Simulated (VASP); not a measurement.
Write the native input for VASP 6.6.1 that does the following.

```
Task                   : single point
Functional             : PBE
Potentials or basis    : VASP PAW PBE potentials, release 64 (Ga_d, Sb)
Cutoff                 : 520 eV
k mesh                 : 4 × 4 × 4
Occupations            : gaussian, width 0.1 eV
Spin                   : no spin polarisation
Dipole correction      : no
Further INCAR settings : ALGO = Normal; EDIFF = 1e-06; NBANDS = 46
```

The structure of GaSb lies in POSCAR:

```
GaSb
1.0
   -4.0895228700      4.0895228700      4.0895228700
    4.0895228700     -4.0895228700      4.0895228700
    4.0895228700      4.0895228700     -4.0895228700
Ga Sb
4 4
Direct
    0.3171980400      0.3171980400      0.3171980400
    0.0000000000      0.0000000000      0.6828019600
    0.0000000000      0.6828019600      0.0000000000
    0.6828019600      0.0000000000      0.0000000000
    0.6828019600      0.6828019600      0.6828019600
    0.0000000000      0.0000000000      0.3171980400
    0.0000000000      0.3171980400      0.0000000000
    0.3171980400      0.0000000000      0.0000000000
```

The input as run:

INCAR

```
PREC     = Accurate       # precision mode
ENCUT    = 520            # plane-wave cutoff, eV
EDIFF    = 1E-6           # SCF threshold, eV
ISMEAR   = 0              # smearing method
SIGMA    = 0.1            # smearing width, eV
LREAL    = F              # projectors in reciprocal space
LASPH    = T              # aspherical terms in the spheres
NELM     = 100            # most SCF steps
ALGO     = Normal         # electronic algorithm
ISIF     = 2              # what is computed and relaxed
LWAVE    = F              # write WAVECAR
LCHARG   = T              # write CHGCAR
GGA      = PE             # functional
LELF     = T              # ELF
LVHAR    = T            
NBANDS   = 46             # bands
```

KPOINTS

```
regular mesh
0
Gamma
  4 4 4
```

Potentials or basis: VASP PAW PBE potentials, release 64 (Ga_d, Sb).

Command:

```bash
$ cat potpaw_PBE.64/Ga_d/POTCAR potpaw_PBE.64/Sb/POTCAR > POTCAR
$ mpirun -np 1 vasp_std > vasp.out
```

It gave:

```yaml
Pressure: 6.4 GPa
Largest_force: 1.542 eV/Å
Band_gap_on_the_k_mesh: 0.56 eV, direct
```

Caveat: spin-orbit coupling is left out, which moves the levels of the heavy elements; forces of over 1 eV/Å act on the atoms, so gaps and moduli don't describe the material at rest.

It took 79 s on 1 thread of Intel(R) Xeon(R) Platinum 8488C (Sapphire Rapids) (shared host), peak memory 0.43 GiB.
